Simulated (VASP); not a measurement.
Here is a VASP 6.6.1 calculation.

The input INCAR:

```
SYSTEM = BAs
PREC = Accurate
ENCUT = 600
EDIFF = 1E-7
ISMEAR = 0
SIGMA = 0.01
LREAL = .False.
LASPH = .True.
NELM = 60
ALGO = Normal
ISIF = 3
LWAVE = .False.
LCHARG = .False.
GGA = CA
IBRION = 2
NSW = 80
EDIFFG = -0.001
PSTRESS = 60.0
```

The input KPOINTS:

```
regular mesh
0
Gamma
  10 10 10
  0 0 0
```

File POSCAR:

```
BAs
1.0
    0.0000000000      2.3660397192      2.3660397192
    2.3660397192      0.0000000000      2.3660397192
    2.3660397192      2.3660397192      0.0000000000
B As
1 1
Direct
    0.0000000000      0.0000000000      0.0000000000
    0.7500000000      0.7500000000      0.7500000000
```

Potentials or basis: VASP PAW LDA potentials, release 64 (B, As).

Launch:

```bash
$ cat potpaw_LDA.64/B/POTCAR potpaw_LDA.64/As/POTCAR > POTCAR
$ mpirun -np 1 vasp_std > vasp.out
```

**Question.** What does it give for the space group after relaxing (to 0.1 Å)?

**Answer.** F-43m (No. 216).

**Question.** Predict the relaxed volume.

**Answer.** 12.84 Å³/atom.

Final structure:
```
B As
1.0
     0.00000    2.34155    2.34155
     2.34155    0.00000    2.34155
     2.34155    2.34155    0.00000
B As
1 1
Cartesian
  0.0000 0.0000 0.0000
  3.5123 3.5123 3.5123
```

Caveat: the cell is relaxed towards a set pressure, so the run minimises the enthalpy, not the energy. Zero-point motion and thermal expansion aren't in these numbers.
